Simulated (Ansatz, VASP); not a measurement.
**MgBeS3 in VASP and in Ansatz**

```xyz
5
Lattice="3.7459 0.0000 0.0000 -1.8730 3.2441 0.0000 0.0000 0.0000 7.4588" Properties=species:S:1:pos:R:3 pbc="T T T"
Mg    1.8730    1.0814    1.5586
Be    0.0000    2.1627    4.8109
S     0.0000    2.1627    2.8282
S     0.0000    0.0000    0.1500
S     0.0000    0.0000    5.4953
```

Alike in both runs: functional PBE; k mesh 12 × 12 × 4; occupations gaussian, width 0.02 eV; no spin polarisation.

Ansatz relaxed the structure, and its values are those at the end. VASP's run is a single point on that final structure, the one shown.

```csv
,VASP,Ansatz
version,VASP 6.6.1,Ansatz 0.2.0
potentials or method,"VASP PAW PBE potentials, release 64 (Mg_sv, Be, S), cutoff 750 eV","scalar-relativistic, plane waves, PAW"
valence electrons in the cell,30,30
```

|  | VASP | Ansatz | Ansatz less VASP |
| --- | --- | --- | --- |
| gap on the k mesh at the Fermi level (eV) | 1.47 | 1.44 | -0.024 |
| least direct gap on the mesh (eV) | 1.47 | 1.44 | -0.024 |
| pressure (GPa) | -0.2 | 0.0 | +0.22 |
| rms of the force components (eV/Å) | 0.035 | 0.002 | -0.0338 |
